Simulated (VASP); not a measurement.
# In2O (P4_2/mnm) in VASP: single point with PBE

Aim: the single point of In2O with PBE.

Everything below comes from runs of VASP 6.6.1. Logs are shortened: lines on timing, memory, paths and dates and some standing lists are left out, and cuts for length are marked.

## 1. The cell of the first run

It takes space group P4_2/mnm (No. 136, tetragonal). The conventional cell has a = 7.294 Å, b = 7.294 Å, c = 3.157 Å, α = 90.00°, β = 90.00°, γ = 90.00°. Within 3.0 Å of In (site symmetry m2m) lie 2 O at 2.29 Å. Within 3.0 Å of O (site symmetry mmm) lie 4 In at 2.29 Å.

## 2. Single point, PBE

Input file INCAR:

```
ALGO = Normal ; EDIFF = 1E-7
ENCUT = 520 ; GGA = PE
ISIF = 2 ; ISMEAR = 0
LASPH = True ; LCHARG = False
LREAL = False ; LWAVE = False
NBANDS = 41 ; NELM = 80
PREC = Accurate ; SIGMA = 0.1
```

Input file KPOINTS:

```
k-points
0
Gamma
  4 4 6
```

Input file POSCAR:

```
In2O
1.0
    7.2937995855      0.0000000000      0.0000000000
    0.0000000000      7.2937995855      0.0000000000
    0.0000000000      0.0000000000      3.1569515844
In O
4 2
Direct
    0.3391527950      0.3391527950      0.0000000000
    0.1608472050      0.8391527950      0.5000000000
    0.6608472050      0.6608472050      0.0000000000
    0.8391527950      0.1608472050      0.5000000000
    0.0000000000      0.0000000000      0.0000000000
    0.5000000000      0.5000000000      0.5000000000
```

Potentials or basis: VASP PAW PBE potentials, release 64 (In_d, O).

Started as:

```console
$ cat potpaw_PBE.64/In_d/POTCAR potpaw_PBE.64/O/POTCAR > POTCAR
$ mpirun -np 1 vasp_std > vasp.out
```

OUTCAR:

```text
EDIFF = 1E-7
   ENCUT = 520
   GGA = PE
   ISIF = 2
   ISMEAR = 0
   LASPH = True
   LREAL = False
   NELM = 80
   PREC = Accurate

 ion  position               nearest neighbor table
   1  0.339  0.339  0.000-   6 2.29   6 2.29   3 3.32
   2  0.161  0.839  0.500-   5 2.29   5 2.29   4 3.32
   3  0.661  0.661  0.000-   6 2.29   6 2.29   1 3.32
   4  0.839  0.161  0.500-   5 2.29   5 2.29   2 3.32
   5  0.000  0.000  0.000-   2 2.29   4 2.29   2 2.29   4 2.29
   6  0.500  0.500  0.500-   1 2.29   3 2.29   1 2.29   3 2.29

  LATTYP: Found a simple tetragonal cell.
 ALAT       =     7.2937995855
 C/A-ratio  =     0.4328267520

  Lattice vectors:

 A1 = (   7.2937995855,   0.0000000000,   0.0000000000)
 A2 = (   0.0000000000,   7.2937995855,   0.0000000000)
 A3 = (   0.0000000000,   0.0000000000,   3.1569515844)

Analysis of symmetry for initial positions (statically):
=====================================================================
 Subroutine PRICEL returns:
 Original cell was already a primitive cell.

 Routine SETGRP: Setting up the symmetry group for a
 simple tetragonal supercell.

 Subroutine GETGRP returns: Found 16 space group operations
 (whereof  8 operations were pure point group operations)
 out of a pool of 16 trial point group operations.

The static configuration has the point symmetry D_2h.
 The point group associated with its full space group is D_4h.

Analysis of symmetry for dynamics (positions and initial velocities):
=====================================================================
 Subroutine PRICEL returns:
 Original cell was already a primitive cell.

 Routine SETGRP: Setting up the symmetry group for a
 simple tetragonal supercell.

 Subroutine GETGRP returns: Found 16 space group operations
 (whereof  8 operations were pure point group operations)
 out of a pool of 16 trial point group operations.

The dynamic configuration has the point symmetry D_2h.
 The point group associated with its full space group is D_4h.

 Subroutine INISYM returns: Found 16 space group operations
 (whereof  8 operations are pure point group operations),
 and found     1 'primitive' translations

----------------------------------------------------------------------------------------

                                     Primitive cell

  volume of cell :     167.9483

  direct lattice vectors                    reciprocal lattice vectors
     7.293799586  0.000000000  0.000000000     0.137102753  0.000000000  0.000000000
     0.000000000  7.293799586  0.000000000     0.000000000  0.137102753  0.000000000
     0.000000000  0.000000000  3.156951584     0.000000000  0.000000000  0.316761272

  length of vectors
     7.293799586  7.293799586  3.156951584     0.137102753  0.137102753  0.316761272

  position of ions in fractional coordinates (direct lattice)
     0.339152795  0.339152795  0.000000000
     0.160847205  0.839152795  0.500000000
     0.660847205  0.660847205  0.000000000
     0.839152795  0.160847205  0.500000000
     0.000000000  0.000000000  0.000000000
     0.500000000  0.500000000  0.500000000

  ion indices of the primitive-cell ions
   primitive index   ion index
                 1           1
                 2           2
                 3           3
                 4           4
                 5           5
                 6           6

----------------------------------------------------------------------------------------

 KPOINTS: k-points

Automatic generation of k-mesh.
 Grid dimensions read from file:
 generate k-points for:    4    4    6

 Generating k-lattice:

  Cartesian coordinates                     Fractional coordinates (reciprocal lattice)
     0.034275688  0.000000000  0.000000000     0.250000000  0.000000000  0.000000000
     0.000000000  0.034275688  0.000000000     0.000000000  0.250000000  0.000000000
     0.000000000  0.000000000  0.052793545     0.000000000  0.000000000  0.166666667

  Length of vectors
     0.034275688  0.034275688  0.052793545

  Shift w.r.t. Gamma in fractional coordinates (k-lattice)
     0.000000000  0.000000000  0.000000000

 Subroutine IBZKPT returns following result:
 ===========================================

 Found     24 irreducible k-points:

 Following reciprocal coordinates:
            Coordinates               Weight
  0.000000  0.000000  0.000000      1.000000
  0.250000  0.000000  0.000000      4.000000
  0.500000  0.000000  0.000000      2.000000
  0.250000  0.250000  0.000000      4.000000
  0.500000  0.250000  0.000000      4.000000
  0.500000  0.500000  0.000000      1.000000
[... 16 lines left out ...]
  0.500000  0.250000  0.500000      4.000000
  0.500000  0.500000  0.500000      1.000000
   k-points           NKPTS =     24   k-points in BZ     NKDIM =     24   number of bands    NBANDS=     41
   number of dos      NEDOS =    301   number of ions     NIONS =      6
   total plane-waves  NPLWV =  69984
   dimension x,y,z NGX =    54 NGY =   54 NGZ =   24
   dimension x,y,z NGXF=   108 NGYF=  108 NGZF=   48
   ions per type =               4   2
   NGX,Y,Z   is equivalent  to a cutoff of  12.31, 12.31, 12.64 a.u.
   NGXF,Y,Z  is equivalent  to a cutoff of  24.62, 24.62, 25.28 a.u.
 SYSTEM =  unknown system
   PREC   = accura    normal or accurate (medium, high low for compatibility)
   ISTART =      0    job   : 0-new  1-cont  2-samecut
   ICHARG =      2    charge: 1-file 2-atom 10-const
   ISPIN  =      1    spin polarized calculation?
   LNONCOLLINEAR =      F non collinear calculations
   LSORBIT =      F    spin-orbit coupling
   LASPH  =      T    aspherical Exc in radial PAW
   ENCUT  =  520.0 eV  38.22 Ry    6.18 a.u.  13.56 13.56  5.87*2*pi/ulx,y,z
   NELM   =     80;   NELMIN=  2; NELMDL= -5     # of ELM steps
   EDIFF  = 0.1E-06   stopping-criterion for ELM
   LREAL  =      F    real-space projection
   EDIFFG = 0.1E-05   stopping-criterion for IOM
   NSW    =      0    number of steps for IOM
   IBRION =     -1    ionic relax: 0-MD 1-quasi-New 2-CG
   NFREE  =      0    steps in history (QN), initial steepest desc. (CG)
   ISIF   =      2    stress and relaxation
   ISYM   =      2    0-nonsym 1-usesym 2-fastsym
   POTIM  = 0.5000    time-step for ionic-motion
   TEBEG  =    0.0;   TEEND  =   0.0 temperature during run
   PSTRESS=    0.0 pullay stress
   NELECT =      64.0000    total number of electrons
   NUPDOWN=      -1.0000    fix difference up-down
   EMIN   =  10.00;   EMAX   =-10.00  energy-range for DOS
   EFERMI =   0.00;   METHOD = LEGACY
   ISMEAR =     0;   SIGMA  =   0.10  broadening in eV -4-tet -1-fermi 0-gaus
   EFERMI_NEDOS =   21; number of points for ismear=-14 and -15
   IALGO  =     38    algorithm
   IMIX   =      4    mixing-type and parameters
     AMIX     =   0.40;   BMIX     =  1.00
     AMIX_MAG =   1.60;   BMIX_MAG =  1.00
  volume/ion in A,a.u.               =      27.99       188.90
  Fermi-wavevector in a.u.,A,eV,Ry     =   1.186888  2.242893 19.166560  1.408702
  Thomas-Fermi vector in A             =   2.323051
   LORBIT       =      0    0 simple, 1 ext, 2 COOP (PROOUT), +10 PAW based schemes
   GGA     = PE    functional components
   LHFCALC =     F    Hartree Fock is set to
   AEXX    =    0.0000 exact exchange contribution
   IVDW    =     0    specifies the selected vdW correction
   LEPSILON=     F    determine dielectric tensor
   LRPA    =     F    only Hartree local field effects (RPA)
 non-spin polarized calculation
 Gauss-broadening in eV      SIGMA  =   0.10
  energy-cutoff  :      520.00
  volume of cell :      167.95
 maximum number of plane-waves:      4572
   NGX = 27   NGY = 27   NGZ = 11

 number of electron      64.0000016 magnetization

 Free energy of the ion-electron system (eV)
  ---------------------------------------------------
  ext. energy  EPLUGINS =         0.00000000
  ---------------------------------------------------
  free energy    TOTEN  =       -22.99252754 eV

  energy without entropy =      -22.98594546  energy(sigma->0) =      -22.98923650

 E-fermi :   3.6389     XC(G=0):  -8.5214

 val. band max:        3.6083783546   @ k =   0.2500   0.2500   0.0000
 cond. band min:       3.6961554611   @ k =   0.5000   0.5000   0.5000
 fundamental gap:      0.0877771065
 Fermi energy:         3.6388541337

 k-point     1 :       0.0000    0.0000    0.0000
  band No.  band energies     occupation
      1     -14.4621      2.00000
      2     -14.4272      2.00000
      3     -10.7393      2.00000
      4     -10.7393      2.00000
      5     -10.6562      2.00000
      6     -10.6528      2.00000
[... 33 lines left out ...]
     40      11.4304      0.00000
     41      11.4304      0.00000

 k-point     2 :       0.2500    0.0000    0.0000
  band No.  band energies     occupation
      1     -14.4570      2.00000
      2     -14.4324      2.00000
      3     -10.7396      2.00000
      4     -10.7396      2.00000
      5     -10.6559      2.00000
      6     -10.6536      2.00000
[... 33 lines left out ...]
     40      10.7302      0.00000
     41      11.0594      0.00000

 k-point     3 :       0.5000    0.0000    0.0000
  band No.  band energies     occupation
      1     -14.4447      2.00000
      2     -14.4447      2.00000
      3     -10.7398      2.00000
      4     -10.7398      2.00000
      5     -10.6550      2.00000
      6     -10.6550      2.00000
[... 33 lines left out ...]
     40      10.2091      0.00000
     41      10.7723      0.00000

 k-point     4 :       0.2500    0.2500    0.0000
  band No.  band energies     occupation
      1     -14.4534      2.00000
      2     -14.4360      2.00000
      3     -10.7398      2.00000
      4     -10.7397      2.00000
      5     -10.6557      2.00000
      6     -10.6540      2.00000
[... 825 lines left out ...]
     40       8.0419      0.00000
     41       9.4327      0.00000

 k-point    23 :       0.5000    0.2500    0.5000
  band No.  band energies     occupation
      1     -14.2909      2.00000
      2     -14.2909      2.00000
      3     -10.5796      2.00000
      4     -10.5796      2.00000
      5     -10.5563      2.00000
      6     -10.5563      2.00000
[... 33 lines left out ...]
     40       8.0818      0.00000
     41       9.6200      0.00000

 k-point    24 :       0.5000    0.5000    0.5000
  band No.  band energies     occupation
      1     -14.2909      2.00000
      2     -14.2909      2.00000
      3     -10.5773      2.00000
      4     -10.5773      2.00000
      5     -10.5556      2.00000
      6     -10.5556      2.00000
[... 33 lines left out ...]
     40       8.6450      0.00000
     41       9.4669      0.00000

------------------------ aborting loop because EDIFF is reached ----------------------------------------

  FORCE on cell =-STRESS in cart. coord.  units (eV):
  Direction    XX          YY          ZZ          XY          YZ          ZX
  --------------------------------------------------------------------------------------
  -------------------------------------------------------------------------------------
  Total        0.1300683      0.1300683      0.0873906      0.0000000      0.0000000      0.0000000
  in kB        1.2408138      1.2408138      0.8336806      0.0000000      0.0000000      0.0000000
  external PRESSURE =       1.1051027 kB  Pullay stress =       0.0000000 kB

 VOLUME and BASIS-vectors are now :
 -----------------------------------------------------------------------------
  energy-cutoff  :      520.00
  volume of cell :      167.95
      direct lattice vectors                 reciprocal lattice vectors
     7.293799586  0.000000000  0.000000000     0.137102753  0.000000000  0.000000000
     0.000000000  7.293799586  0.000000000     0.000000000  0.137102753  0.000000000
     0.000000000  0.000000000  3.156951584     0.000000000  0.000000000  0.316761272

 POSITION                                       TOTAL-FORCE (eV/Angst)
 -----------------------------------------------------------------------------------
      2.47371      2.47371      0.00000        -0.025632     -0.025632      0.000000
      1.17319      6.12061      1.57848         0.025632     -0.025632      0.000000
      4.82009      4.82009      0.00000         0.025632      0.025632      0.000000
      6.12061      1.17319      1.57848        -0.025632      0.025632      0.000000
      0.00000      0.00000      0.00000        -0.000000     -0.000000      0.000000
      3.64690      3.64690      1.57848        -0.000000     -0.000000      0.000000
 -----------------------------------------------------------------------------------
    total drift:                                0.000000      0.000000     -0.000000

  FREE ENERGIE OF THE ION-ELECTRON SYSTEM (eV)
  ---------------------------------------------------
  free  energy   TOTEN  =       -22.9925275445 eV

  energy  without entropy=      -22.9859454556  energy(sigma->0) =      -22.98923650
```

It took 5.8 min on 1 thread of Intel Xeon 8259CL, shared host; peak memory 0.32 GiB.

What came out:

* Free energy: -22.9925 eV
* Pressure: 0.1 GPa
* Largest force: 0.036 eV/Å
* Band gap on the k mesh: zero (bands 32 and 33 overlap by 1.20 eV)

Forces in eV/Å, atoms in the order of the input:
```
In  -0.026 -0.026  0.000
In   0.026 -0.026  0.000
In   0.026  0.026  0.000
In  -0.026  0.026  0.000
O    0.000  0.000  0.000
O    0.000  0.000  0.000
```

Caveat: spin-orbit coupling is left out, which moves the levels of the heavy elements.

The gap in the log of VASP goes by the Fermi energy; the results here count the filled bands.